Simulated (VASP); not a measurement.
# Si2Mo (I4/mmm) in VASP: notebook

The runs below take Si2Mo through single point, with PBE.

Program: VASP 6.6.1. These are calculated values, not measurements. Logs are shortened: lines on timing, memory, paths and dates and some standing lists are left out, and cuts for length are marked.

### 1 The cell of the first run

The structure is tetragonal, space group I4/mmm (No. 139). Conventional cell: a = 3.396 Å, b = 3.396 Å, c = 7.065 Å, α = 90.00°, β = 90.00°, γ = 90.00°. Si (site symmetry 4mm) has 5 Si at 2.33 to 2.69 Å and 5 Mo at 2.37 to 2.67 Å within 3.1 Å. Within 3.1 Å of Mo (site symmetry 4/mmm) lie 10 Si at 2.37 to 2.67 Å.

### 2 Single point, PBE

The input, INCAR:

```
SYSTEM = Si2Mo
ALGO     = Normal         ! electronic algorithm
EDIFF    = 1E-6           ! SCF threshold, eV
ENCUT    = 520            ! plane-wave cutoff, eV
GGA      = PE             ! functional
ISIF     = 2              ! what is computed and relaxed
ISMEAR   = 0              ! smearing method
LASPH    = .True.         ! aspherical terms in the spheres
LCHARG   = .False.        ! write CHGCAR
LREAL    = .False.        ! projectors in reciprocal space
LWAVE    = .False.        ! write WAVECAR
NBANDS   = 18             ! bands
NELM     = 100            ! most SCF steps
PREC     = Accurate       ! precision mode
SIGMA    = 0.15           ! smearing width, eV
```

The input, KPOINTS:

```
k-points
0
Gamma
  22 22 22
  0 0 0
```

The input, POSCAR:

```
Si2Mo
1.0
   -1.6979601114      1.6979601114      3.5322977942
    1.6979601114     -1.6979601114      3.5322977942
    1.6979601114      1.6979601114     -3.5322977942
Si Mo
2 1
Direct
    0.3350991396      0.3350991396      0.0000000000
    0.6649008604      0.6649008604      0.0000000000
    0.0000000000      0.0000000000      0.0000000000
```

Potentials or basis: VASP PAW PBE potentials, release 64 (Si, Mo_sv).

The run is started by

```console
> cat potpaw_PBE.64/Si/POTCAR potpaw_PBE.64/Mo_sv/POTCAR > POTCAR
> mpirun -np 1 vasp_std > vasp.out
```

OUTCAR:

```text
SYSTEM = Si2Mo
   EDIFF = 1E-6
   ENCUT = 520
   GGA = PE
   ISIF = 2
   ISMEAR = 0
   LASPH = .True.
   LREAL = .False.
   NELM = 100
   PREC = Accurate

 ion  position               nearest neighbor table
   1  0.335  0.335  0.000-   2 2.33   3 2.37   3 2.67   3 2.67   3 2.67   3 2.67   2 2.69   2 2.69
                             2 2.69   2 2.69
   2  0.665  0.665  0.000-   1 2.33   3 2.37   3 2.67   3 2.67   3 2.67   3 2.67   1 2.69   1 2.69
                             1 2.69   1 2.69
   3  0.000  0.000  0.000-   1 2.37   2 2.37   1 2.67   2 2.67   2 2.67   2 2.67   1 2.67   1 2.67
                             2 2.67   1 2.67

  LATTYP: Found a body centered tetragonal cell.
 ALAT       =     3.3959202228
 C/A-ratio  =     2.0803184777

  Lattice vectors:

 A1 = (  -1.6979601114,   1.6979601114,   3.5322977942)
 A2 = (   1.6979601114,  -1.6979601114,   3.5322977942)
 A3 = (   1.6979601114,   1.6979601114,  -3.5322977942)

Analysis of symmetry for initial positions (statically):
=====================================================================
 Subroutine PRICEL returns:
 Original cell was already a primitive cell.

 Routine SETGRP: Setting up the symmetry group for a
 body centered tetragonal supercell.

 Subroutine GETGRP returns: Found 16 space group operations
 (whereof 16 operations were pure point group operations)
 out of a pool of 16 trial point group operations.

The static configuration has the point symmetry D_4h.

Analysis of symmetry for dynamics (positions and initial velocities):
=====================================================================
 Subroutine PRICEL returns:
 Original cell was already a primitive cell.

 Routine SETGRP: Setting up the symmetry group for a
 body centered tetragonal supercell.

 Subroutine GETGRP returns: Found 16 space group operations
 (whereof 16 operations were pure point group operations)
 out of a pool of 16 trial point group operations.

The dynamic configuration has the point symmetry D_4h.

 Subroutine INISYM returns: Found 16 space group operations
 (whereof 16 operations are pure point group operations),
 and found     1 'primitive' translations

----------------------------------------------------------------------------------------

                                     Primitive cell

  volume of cell :      40.7354

  direct lattice vectors                    reciprocal lattice vectors
    -1.697960111  1.697960111  3.532297794     0.000000000  0.294470993  0.141550919
     1.697960111 -1.697960111  3.532297794     0.294470993  0.000000000  0.141550919
     1.697960111  1.697960111 -3.532297794     0.294470993  0.294470993  0.000000000

  length of vectors
     4.271213503  4.271213503  4.271213503     0.326725923  0.326725923  0.416444872

  position of ions in fractional coordinates (direct lattice)
     0.335099140  0.335099140  0.000000000
     0.664900860  0.664900860  0.000000000
     0.000000000  0.000000000  0.000000000

  ion indices of the primitive-cell ions
   primitive index   ion index
                 1           1
                 2           2
                 3           3

----------------------------------------------------------------------------------------

 KPOINTS: k-points

Automatic generation of k-mesh.
 Grid dimensions read from file:
 generate k-points for:   22   22   22

 Generating k-lattice:

  Cartesian coordinates                     Fractional coordinates (reciprocal lattice)
     0.000000000  0.013385045  0.006434133     0.045454545  0.000000000  0.000000000
     0.013385045  0.000000000  0.006434133     0.000000000  0.045454545  0.000000000
     0.013385045  0.013385045  0.000000000     0.000000000  0.000000000  0.045454545

  Length of vectors
     0.014851178  0.014851178  0.018929312

  Shift w.r.t. Gamma in fractional coordinates (k-lattice)
     0.000000000  0.000000000  0.000000000

 Subroutine IBZKPT returns following result:
 ===========================================

 Found    834 irreducible k-points:

 Following reciprocal coordinates:
            Coordinates               Weight
  0.000000  0.000000  0.000000      1.000000
  0.045455  0.000000 -0.000000      8.000000
  0.090909  0.000000 -0.000000      8.000000
  0.136364  0.000000  0.000000      8.000000
  0.181818  0.000000  0.000000      8.000000
  0.227273  0.000000 -0.000000      8.000000
[... 16 lines left out ...]
  0.500000  0.045455 -0.000000     16.000000
 -0.454545  0.045455  0.000000     16.000000
 [... further k-points ...]
   k-points           NKPTS =    834   k-points in BZ     NKDIM =    834   number of bands    NBANDS=     18
   number of dos      NEDOS =    301   number of ions     NIONS =      3
   total plane-waves  NPLWV =  32768
   dimension x,y,z NGX =    32 NGY =   32 NGZ =   32
   dimension x,y,z NGXF=    64 NGYF=   64 NGZF=   64
   ions per type =               2   1
   NGX,Y,Z   is equivalent  to a cutoff of  12.46, 12.46, 12.46 a.u.
   NGXF,Y,Z  is equivalent  to a cutoff of  24.91, 24.91, 24.91 a.u.
 SYSTEM =  Si2Mo
   PREC   = accura    normal or accurate (medium, high low for compatibility)
   ISTART =      0    job   : 0-new  1-cont  2-samecut
   ICHARG =      2    charge: 1-file 2-atom 10-const
   ISPIN  =      1    spin polarized calculation?
   LNONCOLLINEAR =      F non collinear calculations
   LSORBIT =      F    spin-orbit coupling
   LASPH  =      T    aspherical Exc in radial PAW
   ENCUT  =  520.0 eV  38.22 Ry    6.18 a.u.   7.94  7.94  7.94*2*pi/ulx,y,z
   NELM   =    100;   NELMIN=  2; NELMDL= -5     # of ELM steps
   EDIFF  = 0.1E-05   stopping-criterion for ELM
   LREAL  =      F    real-space projection
   EDIFFG = 0.1E-04   stopping-criterion for IOM
   NSW    =      0    number of steps for IOM
   IBRION =     -1    ionic relax: 0-MD 1-quasi-New 2-CG
   NFREE  =      0    steps in history (QN), initial steepest desc. (CG)
   ISIF   =      2    stress and relaxation
   ISYM   =      2    0-nonsym 1-usesym 2-fastsym
   POTIM  = 0.5000    time-step for ionic-motion
   TEBEG  =    0.0;   TEEND  =   0.0 temperature during run
   PSTRESS=    0.0 pullay stress
   NELECT =      22.0000    total number of electrons
   NUPDOWN=      -1.0000    fix difference up-down
   EMIN   =  10.00;   EMAX   =-10.00  energy-range for DOS
   EFERMI =   0.00;   METHOD = LEGACY
   ISMEAR =     0;   SIGMA  =   0.15  broadening in eV -4-tet -1-fermi 0-gaus
   EFERMI_NEDOS =   21; number of points for ismear=-14 and -15
   IALGO  =     38    algorithm
   IMIX   =      4    mixing-type and parameters
     AMIX     =   0.40;   BMIX     =  1.00
     AMIX_MAG =   1.60;   BMIX_MAG =  1.00
  volume/ion in A,a.u.               =      13.58        91.63
  Fermi-wavevector in a.u.,A,eV,Ry     =   1.333189  2.519361 24.182889  1.777392
  Thomas-Fermi vector in A             =   2.462066
   LORBIT       =      0    0 simple, 1 ext, 2 COOP (PROOUT), +10 PAW based schemes
   GGA     = PE    functional components
   LHFCALC =     F    Hartree Fock is set to
   AEXX    =    0.0000 exact exchange contribution
   IVDW    =     0    specifies the selected vdW correction
   LEPSILON=     F    determine dielectric tensor
   LRPA    =     F    only Hartree local field effects (RPA)
 non-spin polarized calculation
 Gauss-broadening in eV      SIGMA  =   0.15
  energy-cutoff  :      520.00
  volume of cell :       40.74
 maximum number of plane-waves:      1120
   NGX = 15   NGY = 15   NGZ = 15

 number of electron      21.9999998 magnetization

 Free energy of the ion-electron system (eV)
  ---------------------------------------------------
  ext. energy  EPLUGINS =         0.00000000
  ---------------------------------------------------
  free energy    TOTEN  =       -22.30369523 eV

  energy without entropy =      -22.29917106  energy(sigma->0) =      -22.30143315

 E-fermi :  11.9099     XC(G=0): -12.3288

 val. band max:       11.8917190613   @ k =  -0.2727   0.1364   0.0455
 cond. band min:      11.9117414493   @ k =  -0.4545   0.4545   0.3182
 fundamental gap:      0.0200223880
 Fermi energy:        11.9098807519

 k-point     1 :       0.0000    0.0000    0.0000
  band No.  band energies     occupation
      1     -48.6643      2.00000
      2     -22.8405      2.00000
      3     -22.8405      2.00000
      4     -22.7778      2.00000
      5      -1.2538      2.00000
      6       5.9936      2.00000
[... 10 lines left out ...]
     17      17.7920      0.00000
     18      17.7920      0.00000

 k-point     2 :       0.0455    0.0000   -0.0000
  band No.  band energies     occupation
      1     -48.6641      2.00000
      2     -22.8435      2.00000
      3     -22.8403      2.00000
      4     -22.7779      2.00000
      5      -1.2185      2.00000
      6       5.9912      2.00000
[... 10 lines left out ...]
     17      17.7736      0.00000
     18      17.9235      0.00000

 k-point     3 :       0.0909    0.0000   -0.0000
  band No.  band energies     occupation
      1     -48.6636      2.00000
      2     -22.8522      2.00000
      3     -22.8396      2.00000
      4     -22.7782      2.00000
      5      -1.1132      2.00000
      6       5.9776      2.00000
[... 10 lines left out ...]
     17      17.7213      0.00000
     18      18.2565      0.00000

 k-point     4 :       0.1364    0.0000    0.0000
  band No.  band energies     occupation
      1     -48.6627      2.00000
      2     -22.8659      2.00000
      3     -22.8385      2.00000
      4     -22.7786      2.00000
      5      -0.9395      2.00000
      6       5.9283      2.00000
[... 375 lines left out ...]
      4     -22.7821      2.00000
      5       1.9360      2.00000
      6       2.9599      2.00000
[... 10 lines left out ...]
     17      18.6825      0.00000
     18      20.0044      0.00000

 k-point    23 :       0.5000    0.0455   -0.0000
  band No.  band energies     occupation
      1     -48.6551      2.00000
      2     -22.9857      2.00000
      3     -22.8315      2.00000
      4     -22.7818      2.00000
      5       2.1618      2.00000
      6       2.7334      2.00000
[... 10 lines left out ...]
     17      18.6926      0.00000
     18      19.9819      0.00000

 k-point    24 :      -0.4545    0.0455    0.0000
  band No.  band energies     occupation
      1     -48.6552      2.00000
      2     -22.9827      2.00000
      3     -22.8317      2.00000
      4     -22.7813      2.00000
      5       1.7400      2.00000
      6       3.1770      2.00000
[... 10 lines left out ...]
     17      18.7359      0.00000
     18      20.2331      0.00000

 [... further k-points ...]
[... 5 lines left out ...]
  --------------------------------------------------------------------------------------
  -------------------------------------------------------------------------------------
  Total       -3.4731912     -3.4731912     14.5231912      0.0000000      0.0000000      0.0000000
  in kB     -136.6051277   -136.6051277    571.2160068      0.0000000      0.0000000      0.0000000
  external PRESSURE =      99.3352505 kB  Pullay stress =       0.0000000 kB

 VOLUME and BASIS-vectors are now :
 -----------------------------------------------------------------------------
  energy-cutoff  :      520.00
  volume of cell :       40.74
      direct lattice vectors                 reciprocal lattice vectors
    -1.697960111  1.697960111  3.532297794     0.000000000  0.294470993  0.141550919
     1.697960111 -1.697960111  3.532297794     0.294470993  0.000000000  0.141550919
     1.697960111  1.697960111 -3.532297794     0.294470993  0.294470993  0.000000000

 POSITION                                       TOTAL-FORCE (eV/Angst)
 -----------------------------------------------------------------------------------
      0.00000      0.00000      2.36734         0.000000      0.000000      0.233678
      0.00000      0.00000      4.69726         0.000000      0.000000     -0.233678
      0.00000      0.00000      0.00000        -0.000000     -0.000000      0.000000
 -----------------------------------------------------------------------------------
    total drift:                               -0.000000     -0.000000      0.000000

  FREE ENERGIE OF THE ION-ELECTRON SYSTEM (eV)
  ---------------------------------------------------
  free  energy   TOTEN  =       -22.3036952350 eV

  energy  without entropy=      -22.2991710584  energy(sigma->0) =      -22.30143315
```

It took 5 min on 1 thread of AMD EPYC 9R45 (Zen 5), shared host; peak memory 0.61 GiB.

What came out:

```
Free energy            : -22.3037 eV
Pressure               : 9.9 GPa
Largest force          : 0.234 eV/Å
Band gap on the k mesh : zero (bands 11 and 12 overlap by 0.73 eV)
```

Forces on the atoms (eV/Å):
```
Si   0.000  0.000  0.234
Si   0.000  0.000 -0.234
Mo   0.000  0.000  0.000
```

Caveat: the stress differs along the axes, from -14 to 57 GPa.

### 3 Single point, PBE

This run uses another cell than the first one, of the same volume but with other edges.

The input, INCAR:

```
SYSTEM = Si2Mo
  PREC = Accurate
  ENCUT = 520
  EDIFF = 1E-6
  ISMEAR = 0
  SIGMA = 0.15
  LREAL = .FALSE.
  LASPH = .TRUE.
  NELM = 100
  ALGO = Normal
  ISIF = 2
  LWAVE = .FALSE.
  LCHARG = .FALSE.
  GGA = PE
  NBANDS = 18
```

The input, KPOINTS:

```
Automatic mesh
0
G
  22 22 22
  0 0 0
```

The input, POSCAR:

```
Si2Mo
1.0
   -1.5135846340      1.5135846340      4.4452772920
    1.5135846340     -1.5135846340      4.4452772920
    1.5135846340      1.5135846340     -4.4452772920
Si Mo
2 1
Direct
    0.3350991396      0.3350991396      0.0000000000
    0.6649008604      0.6649008604      0.0000000000
    0.0000000000      0.0000000000      0.0000000000
```

Potentials or basis: VASP PAW PBE potentials, release 64 (Si, Mo_sv).

The run is started by

```console
> cat potpaw_PBE.64/Si/POTCAR potpaw_PBE.64/Mo_sv/POTCAR > POTCAR
> mpirun -np 1 vasp_std > vasp.out
```

Run time: 11 min. Hardware: 1 thread of AMD EPYC 9R45 (Zen 5), shared host; peak memory 0.67 GiB.

It converged, with:

```yaml
Free_energy: -22.4238 eV
Pressure: 2.8 GPa
Largest_force: 0.294 eV/Å
Band_gap_on_the_k_mesh: zero (bands 11 and 12 overlap by 1.83 eV)
```

Forces on the atoms (eV/Å):
```
Si   0.000  0.000  0.294
Si   0.000  0.000 -0.294
Mo   0.000  0.000  0.000
```

Stress tensor (GPa, compression positive):
```
 18.48   0.00   0.00
  0.00  18.48   0.00
  0.00   0.00 -28.43
```

Levels at points of the mesh, in eV from the Fermi level:
```
           k point  band 8  band 9  band 10  band 11  band 12  band 13  band 14  band 15
(0.00, 0.00, 0.00)   -3.32   -1.84    -1.84     1.21     2.19     3.36     4.28     4.44
(0.50, 0.00, 0.00)   -4.77   -2.97    -1.74    -0.06     1.69     2.29     3.61     4.19
(0.50, 0.50, 0.00)   -5.13   -4.22    -4.07    -1.17     1.43     1.55     1.81     3.08
(0.50, 0.50, 0.50)   -2.70   -0.68    -0.68     0.68     0.68     1.25     1.49     4.77
```

Caveat: the stress differs along the axes, from -28 to 18 GPa.

[end of part 1 of 3]

The gap in the log of VASP goes by the Fermi energy; the results here count the filled bands.